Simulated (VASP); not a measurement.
Runs of VASP 6.6.1 on SiAs5. The structure is that of space group F-43m (No. 216), or close to it. The cells are those of the table. 

| task | cell | k mesh | cutoff (eV) | gap on the mesh (eV) | pressure (GPa) | relaxed volume (Å³/atom) | largest force (eV/Å) |
| --- | --- | --- | --- | --- | --- | --- | --- |
| single point | a = 5.921 Å, angles 60.0°, 6 atoms | 4 × 4 × 4 | 520 | none | -7.3 | - | 0.14 |
| single point | a = 5.533 Å, angles 60.0°, 6 atoms | 8 × 8 × 8 | 520 | none | 0.1 | - | - |
| relaxation of cell and atoms | relaxed from a = 5.921 Å, angles 60.0°, 6 atoms | 4 × 4 × 4 | 600 | none | -0.1 | 19.85 | 0.03 |
| relaxation of cell and atoms | relaxed from a = 5.510 Å, angles 60.0°, 6 atoms | 8 × 8 × 8 | 600 | none | 0.0 | (b) | - |
| single point | a = 5.510 Å, angles 60.0°, 6 atoms | 4 × 4 × 4 | 520 | none | (a) | - | 0.06 |

Alike in all rows: level PBE; potentials or basis VASP PAW PBE potentials, release 64 (Si, As); no spin polarisation; smearing gaussian 0.1 eV.

Problem. Fill in the values left out.

Solution. (a) 0.4; (b) 20.01.

Caveats: the volume moved by over 15 % at a fixed basis, so the end points are rough (some runs).

A k mesh can miss the band edges, and the runs leave out spin-orbit coupling on As.

A gap of «none» marks levels without a gap at the run's occupations.
